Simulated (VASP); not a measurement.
Here is a VASP 6.6.1 calculation.

INCAR

```
SYSTEM = PBr
PREC = Accurate ; ENCUT = 520
EDIFF = 1E-6 ; ISMEAR = 1
SIGMA = 0.1 ; LREAL = .False.
LASPH = .True. ; NELM = 100
ALGO = Normal ; ISIF = 2
LWAVE = .False. ; LCHARG = .False.
GGA = PE ; NBANDS = 20
```

KPOINTS

```
Automatic mesh
0
Gamma
  4 4 3
  0 0 0
```

Contents of POSCAR:

```
PBr
1.0
    4.9385630000      0.0000000000      0.0000000000
   -2.0623900000      5.1944970000      0.0000000000
   -0.6967810000     -0.6537650000      6.2332560000
Br P
2 2
Direct
    0.6583320000      0.8530730000      0.2410890000
    0.3309270000      0.1436850000      0.7589710000
    0.6397640000      0.4981900000      0.6328680000
    0.3594060000      0.4971470000      0.3737420000
```

Potentials or basis: VASP PAW PBE potentials, release 64 (Br, P).

The run is started by

```bash
$ cat potpaw_PBE.64/Br/POTCAR potpaw_PBE.64/P/POTCAR > POTCAR
$ mpirun -np 1 vasp_std > vasp.out
```

Problem. Predict the band gap on the k mesh.

Solution. 1.61 eV, direct.

Problem. Estimate the largest force.

Solution. 0.601 eV/Å.

Problem. What does it give for the pressure?

Solution. 0.3 GPa.

Stress tensor (GPa, compression positive):
```
 0.43 -0.19  0.68
-0.19 -0.17  0.22
 0.68  0.22  0.69
```

A k mesh can miss the band edges. A hybrid or GW would open this gap; PBE tends to underestimate it.
